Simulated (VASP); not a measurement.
# Ge6Cl in VASP: a series of runs

The runs below take Ge6Cl through single point, with PBE.

All numbers are computed with VASP 6.6.1; they aren't measurements. Logs are shortened: lines on timing, memory, paths and dates and some standing lists are left out, and cuts for length are marked.

## (1) The cell of the first run

The cell holds a slab with vacuum, 7 atoms: a = 4.074 Å, b = 5.762 Å, c = 19.524 Å, α = 90.00°, β = 90.00°, γ = 90.00°.

## (2) Single point, PBE

Input file INCAR:

```
SYSTEM = Ge6Cl
PREC = Accurate ; ENCUT = 520
EDIFF = 1E-7 ; ISMEAR = 0
SIGMA = 0.1 ; LREAL = .FALSE.
LASPH = .TRUE. ; NELM = 100
ALGO = Normal ; ISIF = 2
LWAVE = .FALSE. ; LCHARG = .TRUE.
LDIPOL = .TRUE. ; IDIPOL = 3
DIPOL = 0.5 0.5 0.333 ; GGA = PE
LELF = .TRUE. ; LVHAR = .TRUE.
LVACPOTAV = .TRUE. ; NBANDS = 54
```

Input file KPOINTS:

```
Automatic mesh
0
G
  7 5 1
  0 0 0
```

Input file POSCAR:

```
Ge6Cl
1.0
    4.0740542216      0.0000000000      0.0000000000
    0.0000000000      5.7615827340      0.0000000000
    0.0000000000      0.0000000000     19.5242196567
Ge Cl
6 1
Direct
    0.5000000000      0.0000000000      0.2048737450
    0.0000000000      0.2500000000      0.2048737450
    0.0000000000      0.5005156580      0.3087424243
    0.5000000000      0.7494843420      0.3087424243
    0.5000000000      0.0069199668      0.4109879830
    0.0000000000      0.2430800332      0.4109879830
    0.6666666667      0.5069199668      0.4824133054
```

Potentials or basis: VASP PAW PBE potentials, release 64 (Ge_d, Cl).

The run is started by

```sh
cat potpaw_PBE.64/Ge_d/POTCAR potpaw_PBE.64/Cl/POTCAR > POTCAR
mpirun -np 1 vasp_std > vasp.out
```

OUTCAR:

```text
SYSTEM = Ge6Cl
   PREC = Accurate
   ENCUT = 520
   EDIFF = 1E-7
   ISMEAR = 0
   LREAL = .FALSE.
   LASPH = .TRUE.
   NELM = 100
   ISIF = 2
   GGA = PE

 ion  position               nearest neighbor table
   1  0.500  0.000  0.205-   4 2.49   2 2.49   2 2.49
   2  0.000  0.250  0.205-   3 2.49   1 2.49   1 2.49
   3  0.000  0.501  0.309-   6 2.49   2 2.49   4 2.49   4 2.49
   4  0.500  0.749  0.309-   5 2.49   1 2.49   3 2.49   3 2.49
   5  0.500  0.007  0.411-   6 2.45   6 2.45   4 2.49
   6  0.000  0.243  0.411-   5 2.45   5 2.45   7 2.47   3 2.49
   7  0.667  0.507  0.482-   6 2.47

  LATTYP: Found a simple orthorhombic cell.
 ALAT       =     4.0740542216
 B/A-ratio  =     1.4142135624
 C/A-ratio  =     4.7923318136

  Lattice vectors:

 A1 = (   4.0740542216,   0.0000000000,   0.0000000000)
 A2 = (   0.0000000000,   5.7615827340,   0.0000000000)
 A3 = (   0.0000000000,   0.0000000000,  19.5242196567)

Analysis of symmetry for initial positions (statically):
=====================================================================
 Subroutine PRICEL returns:
 Original cell was already a primitive cell.

 Routine SETGRP: Setting up the symmetry group for a
 simple orthorhombic supercell.

 Subroutine GETGRP returns: Found  1 space group operations
 (whereof  1 operations were pure point group operations)
 out of a pool of  8 trial point group operations.

The static configuration has the point symmetry C_1 .

Analysis of symmetry for dynamics (positions and initial velocities):
=====================================================================
 Subroutine PRICEL returns:
 Original cell was already a primitive cell.

 Routine SETGRP: Setting up the symmetry group for a
 simple orthorhombic supercell.

 Subroutine GETGRP returns: Found  1 space group operations
 (whereof  1 operations were pure point group operations)
 out of a pool of  8 trial point group operations.

The dynamic configuration has the point symmetry C_1 .

 Subroutine INISYM returns: Found  1 space group operations
 (whereof  1 operations are pure point group operations),
 and found     1 'primitive' translations

----------------------------------------------------------------------------------------

                                     Primitive cell

  volume of cell :     458.2920

  direct lattice vectors                    reciprocal lattice vectors
[... 95 lines left out ...]
   NFREE  =      0    steps in history (QN), initial steepest desc. (CG)
   ISIF   =      2    stress and relaxation
   ISYM   =      2    0-nonsym 1-usesym 2-fastsym
   POTIM  = 0.5000    time-step for ionic-motion
   TEBEG  =    0.0;   TEEND  =   0.0 temperature during run
   PSTRESS=    0.0 pullay stress
   NELECT =      91.0000    total number of electrons
   NUPDOWN=      -1.0000    fix difference up-down
   EMIN   =  10.00;   EMAX   =-10.00  energy-range for DOS
   EFERMI =   0.00;   METHOD = LEGACY
   ISMEAR =     0;   SIGMA  =   0.10  broadening in eV -4-tet -1-fermi 0-gaus
   EFERMI_NEDOS =   21; number of points for ismear=-14 and -15
   IALGO  =     38    algorithm
   IMIX   =      4    mixing-type and parameters
     AMIX     =   0.40;   BMIX     =  1.00
     AMIX_MAG =   1.60;   BMIX_MAG =  1.00
  volume/ion in A,a.u.               =      65.47       441.82
  Fermi-wavevector in a.u.,A,eV,Ry     =   0.955083  1.804846 12.411015  0.912184
  Thomas-Fermi vector in A             =   2.083889
   LORBIT       =      0    0 simple, 1 ext, 2 COOP (PROOUT), +10 PAW based schemes
   GGA     = PE    functional components
   LHFCALC =     F    Hartree Fock is set to
   AEXX    =    0.0000 exact exchange contribution
   IVDW    =     0    specifies the selected vdW correction
   LEPSILON=     F    determine dielectric tensor
   LRPA    =     F    only Hartree local field effects (RPA)
 non-spin polarized calculation
 Gauss-broadening in eV      SIGMA  =   0.10
  energy-cutoff  :      520.00
  volume of cell :      458.29
 maximum number of plane-waves:     12387
   NGX = 15   NGY = 21   NGZ = 73

 number of electron      90.9999935 magnetization

 dipolmoment           0.000000      0.000000      0.122098 electrons x Angstroem

 Free energy of the ion-electron system (eV)
  ---------------------------------------------------
  ext. energy  EPLUGINS =         0.00000000
  ---------------------------------------------------
  free energy    TOTEN  =       -27.16967071 eV

  energy without entropy =      -27.14339402  energy(sigma->0) =      -27.15653237

 E-fermi :  -1.8204     XC(G=0):  -4.1917

 val. band max:       -1.8331441018   @ k =   0.4286   0.4000   0.0000
 cond. band min:      -1.8041560663   @ k =   0.1429   0.0000   0.0000
 fundamental gap:      0.0289880354
 Fermi energy:        -1.8203995421

 k-point     1 :       0.0000    0.0000    0.0000
  band No.  band energies     occupation
      1     -26.7242      2.00000
      2     -26.7116      2.00000
      3     -26.6941      2.00000
      4     -26.6331      2.00000
      5     -26.6263      2.00000
      6     -26.4700      2.00000
[... 1015 lines left out ...]
     53       2.9784      0.00000
     54       3.4210      0.00000

------------------------ aborting loop because EDIFF is reached ----------------------------------------

  FORCE on cell =-STRESS in cart. coord.  units (eV):
  Direction    XX          YY          ZZ          XY          YZ          ZX
  --------------------------------------------------------------------------------------
  -------------------------------------------------------------------------------------
  Total        0.7266118      0.0755481      0.6661028      1.1886611     -1.1869114      1.1688848
  in kB        2.5402167      0.2641141      2.3286787      4.1555292     -4.1494123      4.0863917
  external PRESSURE =       1.7110032 kB  Pullay stress =       0.0000000 kB

 VOLUME and BASIS-vectors are now :
 -----------------------------------------------------------------------------
  energy-cutoff  :      520.00
  volume of cell :      458.29
      direct lattice vectors                 reciprocal lattice vectors
     4.074054222  0.000000000  0.000000000     0.245455742  0.000000000  0.000000000
     0.000000000  5.761582734  0.000000000     0.000000000  0.173563419  0.000000000
     0.000000000  0.000000000 19.524219657     0.000000000  0.000000000  0.051218436

 POSITION                                       TOTAL-FORCE (eV/Angst)
 -----------------------------------------------------------------------------------
      2.03703      0.00000      4.00000        -0.128115      0.383910      0.165038
      0.00000      1.44040      4.00000         0.117189     -0.148114     -0.233350
      0.00000      2.88376      6.02795         0.106600     -0.153765     -0.381616
      2.03703      4.31822      6.02795        -0.184920      0.156195      0.158568
      2.03703      0.03987      8.02422         0.319259     -0.733702     -0.050682
      0.00000      1.40053      8.02422        -0.924725      0.662332      0.346826
      2.71604      2.92066      9.41874         0.694712     -0.166856     -0.004783
 -----------------------------------------------------------------------------------
    total drift:                                0.000022      0.000144     -0.000725

  FREE ENERGIE OF THE ION-ELECTRON SYSTEM (eV)
  ---------------------------------------------------
  free  energy   TOTEN  =       -27.1696707069 eV

  energy  without entropy=      -27.1433940250  energy(sigma->0) =      -27.15653237

 vacuum level on the upper side and lower side of the slab         3.774         2.833
```

It took 15 min on 1 thread of Intel Xeon 8259CL, shared host; peak memory 0.66 GiB.

Results:

| Item | Value |
| --- | --- |
| Free energy | -27.1697 eV |
| Largest force | 1.189 eV/Å |
| Band gap on the k mesh | zero (an odd number of electrons rules out a gap without spin polarisation) |

Forces in eV/Å, atoms in the order of the input:
```
Ge  -0.128  0.384  0.165
Ge   0.117 -0.148 -0.233
Ge   0.107 -0.154 -0.382
Ge  -0.185  0.156  0.159
Ge   0.319 -0.734 -0.051
Ge  -0.925  0.662  0.347
Cl   0.695 -0.167 -0.005
```

Levels at points of the mesh, in eV from the Fermi level:
```csv
k point,band 44,band 45,band 46,band 47,band 48,band 49
"(0.00, 0.00, 0.00)",-0.94,-0.26,-0.05,0.94,1.47,1.72
```

Caveat: an odd number of electrons without spin polarisation forces a metal; a magnetic or distorted state may lie lower.

## (3) Single point, PBE

Input file INCAR:

```
SYSTEM = Ge6Cl
PREC = Accurate
ENCUT = 520
EDIFF = 1E-7
ISMEAR = 0
SIGMA = 0.1
LREAL = .False.
LASPH = .True.
NELM = 60
ALGO = Normal
ISIF = 2
LWAVE = .False.
LCHARG = .False.
LDIPOL = .True.
IDIPOL = 3
DIPOL = 0.5 0.5 0.337
GGA = PE
NBANDS = 54
```

Input file KPOINTS:

```
regular mesh
0
Gamma
  7 5 1
  0 0 0
```

Edit POSCAR of step 2 so:

```diff
@@ -14,2 +14,2 @@
     0.0000000000      0.2430800332      0.4109879830
-    0.6666666667      0.5069199668      0.4824133054
+    0.6666666667      0.8402533001      0.5086870213
```

Potentials or basis: VASP PAW PBE potentials, release 64 (Ge_d, Cl).

The run is started by

```sh
cat potpaw_PBE.64/Ge_d/POTCAR potpaw_PBE.64/Cl/POTCAR > POTCAR
mpirun -np 1 vasp_std > vasp.out
```

Run time: 16 min. Hardware: 1 thread of Intel Xeon 8259CL, shared host; peak memory 0.66 GiB.

Results (log left out):

```yaml
Free_energy: -27.5330 eV
Largest_force: 0.705 eV/Å
Band_gap_on_the_k_mesh: zero (an odd number of electrons rules out a gap without spin polarisation)
```

Forces on the atoms (eV/Å):
```
Ge  -0.092  0.061 -0.371
Ge   0.091 -0.411  0.359
Ge   0.078 -0.067  0.244
Ge   0.005  0.026 -0.318
Ge   0.424 -0.028  0.358
Ge  -0.176  0.630 -0.263
Cl  -0.330 -0.210 -0.009
```

Levels at points of the mesh, in eV from the Fermi level:
| k point | band 41 | band 42 | band 43 | band 44 | band 45 | band 46 | band 47 | band 48 | band 49 | band 50 |
| --- | --- | --- | --- | --- | --- | --- | --- | --- | --- | --- |
| (0.00, 0.00, 0.00) | -2.38 | -2.04 | -1.40 | -0.98 | -0.13 | 0.10 | 0.87 | 1.40 | 1.87 | 2.33 |

Caveat: an odd number of electrons without spin polarisation forces a metal; a magnetic or distorted state may lie lower.

The gap in the log of VASP goes by the Fermi energy; the results here count the filled bands.